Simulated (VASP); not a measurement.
# TiO2 (P4_2/mnm) in VASP: settings compared

TiO2 is run at these levels: PBE, r2SCAN; tasks: single point.

Everything below comes from runs of VASP 6.6.1. Logs are shortened: lines on timing, memory, paths and dates and some standing lists are left out, and cuts for length are marked.

**1. The cell of the first run**

Symmetry: P4_2/mnm, No. 136, tetragonal system. Conventional cell: a = 4.689 Å, b = 4.689 Å, c = 3.013 Å, α = 90.00°, β = 90.00°, γ = 90.00°. Within 2.6 Å of Ti (site symmetry mmm) lie 6 O at 1.98 to 2.04 Å. O (site symmetry m2m) has 3 Ti at 1.98 to 2.04 Å and 1 O at 2.56 Å within 2.6 Å.

**2. Single point, PBE (strain +2.0%)**

File INCAR:

```
PREC = Accurate
ENCUT = 520
EDIFF = 1E-6
ISMEAR = -1
SIGMA = 0.02
LREAL = F
LASPH = T
NELM = 100
ALGO = Normal
ISIF = 2
LWAVE = F
LCHARG = F
GGA = PE
NBANDS = 33
```

File KPOINTS:

```
regular mesh
0
Gamma
  6 6 8
```

File POSCAR:

```
TiO2
1.0
    4.6887905639      0.0000000000      0.0000000000
    0.0000000000      4.6887905639      0.0000000000
    0.0000000000      0.0000000000      3.0125610919
Ti O
2 4
Direct
    0.0000000000      0.0000000000      0.0000000000
    0.5000000000      0.5000000000      0.5000000000
    0.3071643882      0.3071643882      0.0000000000
    0.1928356118      0.8071643882      0.5000000000
    0.8071643882      0.1928356118      0.5000000000
    0.6928356118      0.6928356118      0.0000000000
```

Potentials or basis: VASP PAW PBE potentials, release 64 (Ti_sv, O).

Command:

```
cat potpaw_PBE.64/Ti_sv/POTCAR potpaw_PBE.64/O/POTCAR > POTCAR
mpirun -np 1 vasp_std > vasp.out
```

OUTCAR:

```text
PREC = Accurate
   ENCUT = 520
   EDIFF = 1E-6
   ISMEAR = -1
   LREAL = F
   LASPH = T
   NELM = 100
   ISIF = 2
   GGA = PE

 ion  position               nearest neighbor table
   1  0.000  0.000  0.000-   4 1.98   5 1.98   4 1.98   5 1.98   3 2.04   6 2.04
   2  0.500  0.500  0.500-   3 1.98   6 1.98   3 1.98   6 1.98   5 2.04   4 2.04
   3  0.307  0.307  0.000-   2 1.98   2 1.98   1 2.04
   4  0.193  0.807  0.500-   1 1.98   1 1.98   2 2.04
   5  0.807  0.193  0.500-   1 1.98   1 1.98   2 2.04
   6  0.693  0.693  0.000-   2 1.98   2 1.98   1 2.04

  LATTYP: Found a simple tetragonal cell.
 ALAT       =     4.6887905639
 C/A-ratio  =     0.6425028055

  Lattice vectors:

 A1 = (   4.6887905639,   0.0000000000,   0.0000000000)
 A2 = (   0.0000000000,   4.6887905639,   0.0000000000)
 A3 = (   0.0000000000,   0.0000000000,   3.0125610919)

Analysis of symmetry for initial positions (statically):
=====================================================================
 Subroutine PRICEL returns:
 Original cell was already a primitive cell.

 Routine SETGRP: Setting up the symmetry group for a
 simple tetragonal supercell.

 Subroutine GETGRP returns: Found 16 space group operations
 (whereof  8 operations were pure point group operations)
 out of a pool of 16 trial point group operations.

The static configuration has the point symmetry D_2h.
 The point group associated with its full space group is D_4h.

Analysis of symmetry for dynamics (positions and initial velocities):
=====================================================================
 Subroutine PRICEL returns:
 Original cell was already a primitive cell.

 Routine SETGRP: Setting up the symmetry group for a
 simple tetragonal supercell.

 Subroutine GETGRP returns: Found 16 space group operations
 (whereof  8 operations were pure point group operations)
 out of a pool of 16 trial point group operations.

The dynamic configuration has the point symmetry D_2h.
 The point group associated with its full space group is D_4h.

 Subroutine INISYM returns: Found 16 space group operations
 (whereof  8 operations are pure point group operations),
 and found     1 'primitive' translations

----------------------------------------------------------------------------------------

                                     Primitive cell

  volume of cell :      66.2304

  direct lattice vectors                    reciprocal lattice vectors
     4.688790564  0.000000000  0.000000000     0.213274615  0.000000000  0.000000000
     0.000000000  4.688790564  0.000000000     0.000000000  0.213274615  0.000000000
     0.000000000  0.000000000  3.012561092     0.000000000  0.000000000  0.331943476

  length of vectors
     4.688790564  4.688790564  3.012561092     0.213274615  0.213274615  0.331943476

  position of ions in fractional coordinates (direct lattice)
     0.000000000  0.000000000  0.000000000
     0.500000000  0.500000000  0.500000000
     0.307164388  0.307164388  0.000000000
     0.192835612  0.807164388  0.500000000
     0.807164388  0.192835612  0.500000000
     0.692835612  0.692835612  0.000000000

  ion indices of the primitive-cell ions
   primitive index   ion index
                 1           1
                 2           2
                 3           3
                 4           4
                 5           5
                 6           6

----------------------------------------------------------------------------------------

 KPOINTS: regular mesh

Automatic generation of k-mesh.
 Grid dimensions read from file:
 generate k-points for:    6    6    8

 Generating k-lattice:

  Cartesian coordinates                     Fractional coordinates (reciprocal lattice)
     0.035545769  0.000000000  0.000000000     0.166666667  0.000000000  0.000000000
     0.000000000  0.035545769  0.000000000     0.000000000  0.166666667  0.000000000
     0.000000000  0.000000000  0.041492934     0.000000000  0.000000000  0.125000000

  Length of vectors
     0.035545769  0.035545769  0.041492934

  Shift w.r.t. Gamma in fractional coordinates (k-lattice)
     0.000000000  0.000000000  0.000000000

 Subroutine IBZKPT returns following result:
 ===========================================

 Found     50 irreducible k-points:

 Following reciprocal coordinates:
            Coordinates               Weight
  0.000000  0.000000  0.000000      1.000000
  0.166667  0.000000  0.000000      4.000000
  0.333333  0.000000  0.000000      4.000000
  0.500000  0.000000  0.000000      2.000000
  0.166667  0.166667  0.000000      4.000000
  0.333333  0.166667  0.000000      8.000000
[... 16 lines left out ...]
  0.333333  0.000000  0.250000      8.000000
  0.500000  0.000000  0.250000      4.000000
 [... further k-points ...]
   k-points           NKPTS =     50   k-points in BZ     NKDIM =     50   number of bands    NBANDS=     33
   number of dos      NEDOS =    301   number of ions     NIONS =      6
[... 42 lines left out ...]
[... 5 lines left out ...]
 non-spin polarized calculation
  energy-cutoff  :      520.00
  volume of cell :       66.23
 maximum number of plane-waves:      1819
 NGX is ok and might be reduce to    36
   NGX = 17   NGY = 17   NGZ = 11

 number of electron      48.0000002 magnetization

 Free energy of the ion-electron system (eV)
  ---------------------------------------------------
  ext. energy  EPLUGINS =         0.00000000
  ---------------------------------------------------
  free energy    TOTEN  =       -53.62933725 eV

  energy without entropy =      -53.62933725  energy(sigma->0) =      -53.62933725

 E-fermi :   4.6649     XC(G=0): -11.0939

 val. band max:        4.2042409793   @ k =   0.0000   0.0000   0.0000
 cond. band min:       6.0173477432   @ k =   0.0000   0.0000   0.0000
 fundamental gap:      1.8131067640
 Fermi energy:         4.6649030531

 k-point     1 :       0.0000    0.0000    0.0000
  band No.  band energies     occupation
      1     -52.8486      2.00000
      2     -52.8364      2.00000
      3     -29.1084      2.00000
      4     -29.1084      2.00000
      5     -28.9765      2.00000
      6     -28.9765      2.00000
[... 25 lines left out ...]
     32      10.4704      0.00000
     33      10.5266      0.00000

 k-point     2 :       0.1667    0.0000    0.0000
  band No.  band energies     occupation
      1     -52.8478      2.00000
      2     -52.8372      2.00000
      3     -29.1021      2.00000
      4     -29.1016      2.00000
      5     -28.9840      2.00000
      6     -28.9834      2.00000
[... 25 lines left out ...]
     32      10.3967      0.00000
     33      10.4188      0.00000

 k-point     3 :       0.3333    0.0000    0.0000
  band No.  band energies     occupation
      1     -52.8455      2.00000
      2     -52.8394      2.00000
      3     -29.0863      2.00000
      4     -29.0850      2.00000
      5     -29.0018      2.00000
      6     -29.0006      2.00000
[... 25 lines left out ...]
     32      10.2444      0.00000
     33      10.3074      0.00000

 k-point     4 :       0.5000    0.0000    0.0000
  band No.  band energies     occupation
      1     -52.8425      2.00000
      2     -52.8425      2.00000
      3     -29.0743      2.00000
      4     -29.0743      2.00000
      5     -29.0133      2.00000
      6     -29.0133      2.00000
[... 25 lines left out ...]
     32       9.8018      0.00000
     33      10.1788      0.00000

 k-point     5 :       0.1667    0.1667    0.0000
  band No.  band energies     occupation
      1     -52.8471      2.00000
      2     -52.8379      2.00000
      3     -29.1105      2.00000
      4     -29.0841      2.00000
      5     -29.0023      2.00000
      6     -28.9752      2.00000
[... 604 lines left out ...]
 k-point    22 :       0.1667    0.0000    0.2500
  band No.  band energies     occupation
      1     -52.8305      2.00000
      2     -52.8229      2.00000
      3     -29.1253      2.00000
      4     -29.1101      2.00000
      5     -29.0538      2.00000
      6     -29.0516      2.00000
[... 25 lines left out ...]
     32       9.5466      0.00000
     33       9.8875      0.00000

 k-point    23 :       0.3333    0.0000    0.2500
  band No.  band energies     occupation
      1     -52.8289      2.00000
      2     -52.8245      2.00000
      3     -29.1280      2.00000
      4     -29.1183      2.00000
      5     -29.0410      2.00000
      6     -29.0366      2.00000
[... 25 lines left out ...]
     32       9.1369      0.00000
     33      10.0098      0.00000

 k-point    24 :       0.5000    0.0000    0.2500
  band No.  band energies     occupation
      1     -52.8267      2.00000
      2     -52.8267      2.00000
      3     -29.1255      2.00000
      4     -29.1255      2.00000
      5     -29.0303      2.00000
      6     -29.0303      2.00000
[... 25 lines left out ...]
     32       8.9756      0.00000
     33      10.3701      0.00000

 [... further k-points ...]
[... 5 lines left out ...]
  --------------------------------------------------------------------------------------
  -------------------------------------------------------------------------------------
  Total       -2.1858927     -2.1858927     -3.6814772      0.0000000      0.0000000      0.0000000
  in kB      -52.8788354    -52.8788354    -89.0584577      0.0000000      0.0000000      0.0000000
  external PRESSURE =     -64.9387095 kB  Pullay stress =       0.0000000 kB

 VOLUME and BASIS-vectors are now :
 -----------------------------------------------------------------------------
  energy-cutoff  :      520.00
  volume of cell :       66.23
      direct lattice vectors                 reciprocal lattice vectors
     4.688790564  0.000000000  0.000000000     0.213274615  0.000000000  0.000000000
     0.000000000  4.688790564  0.000000000     0.000000000  0.213274615  0.000000000
     0.000000000  0.000000000  3.012561092     0.000000000  0.000000000  0.331943476

 POSITION                                       TOTAL-FORCE (eV/Angst)
 -----------------------------------------------------------------------------------
      0.00000      0.00000      0.00000         0.000000      0.000000      0.000000
      2.34440      2.34440      1.50628         0.000000      0.000000      0.000000
      1.44023      1.44023      0.00000        -0.061593     -0.061593      0.000000
      0.90417      3.78462      1.50628         0.061593     -0.061593      0.000000
      3.78462      0.90417      1.50628        -0.061593      0.061593      0.000000
      3.24856      3.24856      0.00000         0.061593      0.061593      0.000000
 -----------------------------------------------------------------------------------
    total drift:                                0.000000      0.000000     -0.000000

  FREE ENERGIE OF THE ION-ELECTRON SYSTEM (eV)
  ---------------------------------------------------
  free  energy   TOTEN  =       -53.6293372456 eV

  energy  without entropy=      -53.6293372456  energy(sigma->0) =      -53.62933725
```

It took 85 s on 1 thread of AMD EPYC 9R45 (Zen 5), shared host; peak memory 0.19 GiB.

Results:

* Free energy: -53.6293 eV
* Pressure: -6.5 GPa
* Largest force: 0.087 eV/Å
* Band gap on the k mesh: 1.81 eV, direct

Forces in eV/Å, atoms in the order of the input:
```
Ti   0.000  0.000  0.000
Ti   0.000  0.000  0.000
O   -0.062 -0.062  0.000
O    0.062 -0.062  0.000
O   -0.062  0.062  0.000
O    0.062  0.062  0.000
```

Caveat: the cell differs from its parent crystal (strain +2.0%).

**3. Single point, PBE (strain +3.0%)**

File INCAR:

```
SYSTEM = TiO2
ALGO = Normal ; EDIFF = 1E-6
ENCUT = 520 ; GGA = PE
ISIF = 2 ; ISMEAR = -1
LASPH = .True. ; LCHARG = .False.
LREAL = .False. ; LWAVE = .False.
NBANDS = 33 ; NELM = 60
PREC = Accurate ; SIGMA = 0.02
```

File KPOINTS:

```
k-points
0
Gamma
  6 6 8
  0 0 0
```

File POSCAR:

```
TiO2
1.0
    4.7347590988      0.0000000000      0.0000000000
    0.0000000000      4.7347590988      0.0000000000
    0.0000000000      0.0000000000      3.0420960046
Ti O
2 4
Direct
    0.0000000000      0.0000000000      0.0000000000
    0.5000000000      0.5000000000      0.5000000000
    0.3085928419      0.3085928419      0.0000000000
    0.1914071581      0.8085928419      0.5000000000
    0.8085928419      0.1914071581      0.5000000000
    0.6914071581      0.6914071581      0.0000000000
```

Potentials or basis: VASP PAW PBE potentials, release 64 (Ti_sv, O).

Command:

```
cat potpaw_PBE.64/Ti_sv/POTCAR potpaw_PBE.64/O/POTCAR > POTCAR
mpirun -np 1 vasp_std > vasp.out
```

Run time: 84 s. Hardware: 1 thread of AMD EPYC 9R45 (Zen 5), shared host; peak memory 0.2 GiB.

The run converged. Its results:

- Free energy: -53.5179 eV
- Pressure: -11.4 GPa
- Largest force: 0.083 eV/Å
- Band gap on the k mesh: 1.79 eV, direct

Forces in eV/Å, atoms in the order of the input:
```
Ti   0.000  0.000  0.000
Ti   0.000  0.000  0.000
O   -0.059 -0.059  0.000
O    0.059 -0.059  0.000
O   -0.059  0.059  0.000
O    0.059  0.059  0.000
```

Stress tensor (GPa, compression positive):
```
 -9.54   0.00   0.00
  0.00  -9.54   0.00
  0.00   0.00 -15.11
```

Levels at points of the mesh, in eV from the valence-band top:
```
           k point  band 20  band 21  band 22  band 23  band 24  band 25  band 26  band 27  band 28  band 29
(0.00, 0.00, 0.00)    -1.82    -0.66    -0.35    -0.35     0.00     1.79     2.13     2.29     2.30     2.30
(0.50, 0.00, 0.00)    -2.69    -1.46    -1.46    -0.65    -0.65     2.40     2.40     2.69     2.69     3.25
(0.50, 0.50, 0.00)    -1.87    -1.21    -1.21    -0.89    -0.89     1.84     1.84     2.32     2.32     3.47
(0.00, 0.00, 0.50)    -2.50    -1.94    -1.94    -1.33    -1.33     2.64     2.64     2.83     2.83     3.39
(0.50, 0.00, 0.50)    -2.21    -1.86    -1.86    -0.86    -0.86     1.80     1.80     2.86     2.86     3.56
(0.50, 0.50, 0.50)    -2.48    -1.03    -1.03    -0.66    -0.66     2.34     2.34     2.88     2.88     3.03
```

Caveat: the cell differs from its parent crystal (strain +3.0%).

**4. Single point, PBE (strain +4.0%)**

File INCAR:

```
SYSTEM = TiO2
  PREC = Accurate
  ENCUT = 520
  EDIFF = 1E-7
  ISMEAR = -1
  SIGMA = 0.02
  LREAL = .False.
  LASPH = .True.
  NELM = 80
  ALGO = Normal
  ISIF = 2
  LWAVE = .False.
  LCHARG = .False.
  GGA = PE
  NBANDS = 33
```

File KPOINTS:

```
Automatic mesh
0
Gamma
  6 6 8
  0 0 0
```

File POSCAR:

```
TiO2
1.0
    4.7807276338      0.0000000000      0.0000000000
    0.0000000000      4.7807276338      0.0000000000
    0.0000000000      0.0000000000      3.0716309173
Ti O
2 4
Direct
    0.0000000000      0.0000000000      0.0000000000
    0.5000000000      0.5000000000      0.5000000000
    0.3102106028      0.3102106028      0.0000000000
    0.1897893972      0.8102106028      0.5000000000
    0.8102106028      0.1897893972      0.5000000000
    0.6897893972      0.6897893972      0.0000000000
```

Command:

```
cat potpaw_PBE.64/Ti_sv/POTCAR potpaw_PBE.64/O/POTCAR > POTCAR
mpirun -np 1 vasp_std > vasp.out
```

It took 92 s on 1 thread of AMD EPYC 9R45 (Zen 5), shared host; peak memory 0.2 GiB.

It converged, with:

| Quantity | Value |
| --- | --- |
| Free energy | -53.3473 eV |
| Pressure | -15.6 GPa |
| Largest force | 0.083 eV/Å |
| Band gap on the k mesh | 1.77 eV, indirect (least direct gap 1.78 eV) |

Forces in eV/Å, atoms in the order of the input:
```
Ti   0.000  0.000  0.000
Ti   0.000  0.000  0.000
O   -0.059 -0.059  0.000
O    0.059 -0.059  0.000
O   -0.059  0.059  0.000
O    0.059  0.059  0.000
```

Stress tensor (GPa, compression positive):
```
-13.04   0.00   0.00
  0.00 -13.04   0.00
  0.00   0.00 -20.64
```

Levels at points of the mesh, in eV from the valence-band top:
| k point | band 20 | band 21 | band 22 | band 23 | band 24 | band 25 | band 26 | band 27 | band 28 | band 29 |
| --- | --- | --- | --- | --- | --- | --- | --- | --- | --- | --- |
| (0.00, 0.00, 0.00) | -1.76 | -0.64 | -0.31 | -0.31 | 0.00 | 1.78 | 2.14 | 2.25 | 2.25 | 2.26 |
| (0.50, 0.00, 0.00) | -2.56 | -1.40 | -1.40 | -0.62 | -0.62 | 2.37 | 2.37 | 2.60 | 2.60 | 3.17 |
| (0.50, 0.50, 0.00) | -1.77 | -1.17 | -1.17 | -0.82 | -0.82 | 1.84 | 1.84 | 2.26 | 2.26 | 3.37 |
| (0.00, 0.00, 0.50) | -2.40 | -1.81 | -1.81 | -1.29 | -1.29 | 2.55 | 2.55 | 2.73 | 2.73 | 3.32 |
| (0.50, 0.00, 0.50) | -2.15 | -1.80 | -1.80 | -0.79 | -0.79 | 1.77 | 1.77 | 2.77 | 2.77 | 3.47 |
| (0.50, 0.50, 0.50) | -2.38 | -0.94 | -0.94 | -0.65 | -0.65 | 2.27 | 2.27 | 2.78 | 2.78 | 2.99 |

Caveat: the cell differs from its parent crystal (strain +4.0%). A k mesh can miss the band edges.

**5. Single point, r2SCAN (strain -4.0%)**

File POSCAR:

```
TiO2
1.0
    4.4129793542      0.0000000000      0.0000000000
    0.0000000000      4.4129793542      0.0000000000
    0.0000000000      0.0000000000      2.8353516159
Ti O
2 4
Direct
    0.0000000000      0.0000000000      0.0000000000
    0.5000000000      0.5000000000      0.5000000000
    0.3011101844      0.3011101844      0.0000000000
    0.1988898156      0.8011101844      0.5000000000
    0.8011101844      0.1988898156      0.5000000000
    0.6988898156      0.6988898156      0.0000000000
```

File INCAR.step1:

```
PREC = Accurate
ENCUT = 520
ISMEAR = 0
SIGMA = 0.01
LREAL = False
LASPH = True
NELM = 80
NBANDS = 33
GGA = PE
ALGO = Normal
EDIFF = 1E-4
LWAVE = True
LCHARG = False
```

File INCAR.step2:

```
PREC = Accurate
ENCUT = 520
EDIFF = 1E-7
ISMEAR = 0
SIGMA = 0.01
LREAL = False
LASPH = True
NELM = 80
ALGO = Normal
ISIF = 2
LWAVE = False
LCHARG = False
METAGGA = R2SCAN
LMIXTAU = True
NBANDS = 33
ISTART = 1
```

File KPOINTS:

```
Automatic mesh
0
Gamma
  6 6 8
```

Command:

```
cat potpaw_PBE.64/Ti_sv/POTCAR potpaw_PBE.64/O/POTCAR > POTCAR
cp INCAR.step1 INCAR
mpirun -np 1 vasp_std > vasp.out
cp INCAR.step2 INCAR
mpirun -np 1 vasp_std > vasp.out
```

Wall time 5.7 min (1 thread of AMD EPYC 9R45 (Zen 5), shared host); peak memory 0.19 GiB.

Results (log left out):

| Property | Result |
| --- | --- |
| Free energy | -68.9400 eV |
| Pressure | 40.3 GPa |
| Largest force | 0.034 eV/Å |
| Band gap on the k mesh | 2.41 eV, direct |

Forces on the atoms (eV/Å):
```
Ti   0.000  0.000  0.000
Ti   0.000  0.000  0.000
O   -0.024 -0.024  0.000
O    0.024 -0.024  0.000
O   -0.024  0.024  0.000
O    0.024  0.024  0.000
```

Stress tensor (GPa, compression positive):
```
37.56  0.00  0.00
 0.00 37.56  0.00
 0.00  0.00 45.90
```

Levels at points of the mesh, in eV from the valence-band top:
| k point | band 20 | band 21 | band 22 | band 23 | band 24 | band 25 | band 26 | band 27 | band 28 | band 29 |
| --- | --- | --- | --- | --- | --- | --- | --- | --- | --- | --- |
| (0.00, 0.00, 0.00) | -2.24 | -0.79 | -0.57 | -0.57 | 0.00 | 2.41 | 2.73 | 3.08 | 3.27 | 3.27 |
| (0.50, 0.00, 0.00) | -3.55 | -1.91 | -1.91 | -0.91 | -0.91 | 3.25 | 3.25 | 4.00 | 4.00 | 4.53 |
| (0.50, 0.50, 0.00) | -2.67 | -1.47 | -1.47 | -1.25 | -1.25 | 2.45 | 2.45 | 3.30 | 3.30 | 4.87 |
| (0.00, 0.00, 0.50) | -3.15 | -3.00 | -3.00 | -1.59 | -1.59 | 3.89 | 3.89 | 4.22 | 4.22 | 4.59 |
| (0.50, 0.00, 0.50) | -2.61 | -2.35 | -2.35 | -1.32 | -1.32 | 2.53 | 2.53 | 4.24 | 4.24 | 4.94 |
| (0.50, 0.50, 0.50) | -3.11 | -1.66 | -1.66 | -0.73 | -0.73 | 3.40 | 3.40 | 4.01 | 4.01 | 4.27 |

Caveat: the cell differs from its parent crystal (strain -4.0%); the PAW data sets were made with another functional, which shifts forces and pressure a little.

**6. Summary**

```csv
level,cell,smearing,gap on the mesh (eV),pressure (GPa),largest force (eV/Å)
PBE,"a = 4.689, b = 4.689, c = 3.013 Å, 6 atoms",fermi-dirac 0.02 eV,1.81,-6.5,0.09
PBE,"a = 4.735, b = 4.735, c = 3.042 Å, 6 atoms",fermi-dirac 0.02 eV,1.79,-11.4,0.08
PBE,"a = 4.781, b = 4.781, c = 3.072 Å, 6 atoms",fermi-dirac 0.02 eV,1.77,-15.6,0.08
r2SCAN,"a = 4.413, b = 4.413, c = 2.835 Å, 6 atoms",gaussian 0.01 eV,2.41,40.3,0.03
```

Alike in all rows: task single point; potentials or basis VASP PAW PBE potentials, release 64 (Ti_sv, O); no spin polarisation; k mesh 6 × 6 × 8; cutoff (eV) 520.

Caveats: the PAW data sets were made with another functional, which shifts forces and pressure a little (some runs).

Absolute energies hang on the potentials; compare differences alone.
